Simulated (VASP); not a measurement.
A run of VASP 6.6.1 is set up as follows.

POSCAR

```
RbAsPd
1.0
    4.4851688800      0.0000000000      0.0000000000
    0.0000000000      4.4851688800      0.0000000000
    0.0000000000      0.0000000000      8.2200910300
As Pd Rb
2 2 2
Direct
    0.0000000000      0.5000000000      0.1884000000
    0.5000000000      0.0000000000      0.8116000000
    0.0000000000      0.0000000000      0.0000000000
    0.5000000000      0.5000000000      0.0000000000
    0.0000000000      0.5000000000      0.6434000000
    0.5000000000      0.0000000000      0.3566000000
```

File INCAR.step1:

```
  PREC = Accurate
  ENCUT = 520
  ISMEAR = 1
  SIGMA = 0.1244
  LREAL = False
  LASPH = True
  NELM = 100
  NBANDS = 33
  GGA = PE
  ALGO = Normal
  EDIFF = 1E-4
  LWAVE = True
  LCHARG = False
```

INCAR.step2

```
  PREC = Accurate
  ENCUT = 520
  EDIFF = 1E-6
  ISMEAR = 1
  SIGMA = 0.1244
  LREAL = False
  LASPH = True
  NELM = 100
  ALGO = Normal
  ISIF = 2
  LWAVE = False
  LCHARG = True
  METAGGA = R2SCAN
  LMIXTAU = True
  LELF = True
  LVHAR = True
  NBANDS = 33
  ISTART = 1
```

File KPOINTS:

```
regular mesh
0
Gamma
  4 4 3
```

Potentials or basis: VASP PAW PBE potentials, release 64 (As, Pd, Rb_sv).

Command:

```console
$ cat potpaw_PBE.64/As/POTCAR potpaw_PBE.64/Pd/POTCAR potpaw_PBE.64/Rb_sv/POTCAR > POTCAR
$ cp INCAR.step1 INCAR
$ mpirun -np 1 vasp_std > vasp.out
$ cp INCAR.step2 INCAR
$ mpirun -np 1 vasp_std > vasp.out
```

Estimate the band gap on the k mesh.

zero (bands 24 and 25 overlap by 0.66 eV).

Estimate the largest force.

1.976 eV/Å.

What does it give for the pressure?

-5.3 GPa.

Stress tensor (GPa, compression positive):
```
-4.89  0.00  0.00
 0.00 -4.89  0.00
 0.00  0.00 -6.26
```

Caveat: the cell stands under tension; the PAW data sets were made with another functional, which shifts forces and pressure a little.
